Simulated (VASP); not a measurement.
Input of a VASP 6.6.1 run:

The input POSCAR:

```
C
1.0
    0.0000000000      1.7592674508      1.7592674508
    1.7592674508      0.0000000000      1.7592674508
    1.7592674508      1.7592674508      0.0000000000
C
2
Direct
    0.7500000000      0.7500000000      0.7500000000
    0.5000000000      0.5000000000      0.5000000000
```

File INCAR.step1:

```
PREC = Accurate
ENCUT = 1430
ISMEAR = -1
SIGMA = 0.05
LREAL = F
LASPH = T
NELM = 120
NBANDS = 11
GGA = PE
ALGO = Normal
EDIFF = 1E-5
LWAVE = T
LCHARG = F
GGA_COMPAT = F
```

INCAR.step2

```
PREC = Accurate
ENCUT = 1430
EDIFF = 1E-6
ISMEAR = -1
SIGMA = 0.05
LREAL = F
LASPH = T
NELM = 120
ALGO = Normal
ISIF = 2
LWAVE = F
LCHARG = T
METAGGA = R2SCAN
LMIXTAU = T
IVDW = 13
VDW_S6 = 1.0
VDW_S8 = 0.6018749
VDW_A1 = 0.51559235
VDW_A2 = 5.77342911
LELF = T
LVHAR = T
NBANDS = 11
ISTART = 1
GGA_COMPAT = F
```

KPOINTS

```
regular mesh
0
Gamma
  13 13 13
```

Potentials or basis: VASP PAW PBE potentials, release 64 (C_h).

Launch:

```sh
$ cat potpaw_PBE.64/C_h/POTCAR > POTCAR
$ cp INCAR.step1 INCAR
$ mpirun -np 1 vasp_std > vasp.out
$ cp INCAR.step2 INCAR
$ mpirun -np 1 vasp_std > vasp.out
```

Q: Estimate the pressure.

A: 14.1 GPa.

Q: Predict the dispersion energy per atom.

A: -0.091 eV.

Q: Predict the band gap on the k mesh.

A: 4.46 eV (least direct gap 6.00 eV).

Caveat: the cell stands under pressure; the PAW data sets were made with another functional, which shifts forces and pressure a little; an odd mesh through Γ misses points on the zone boundary, where band edges can lie.
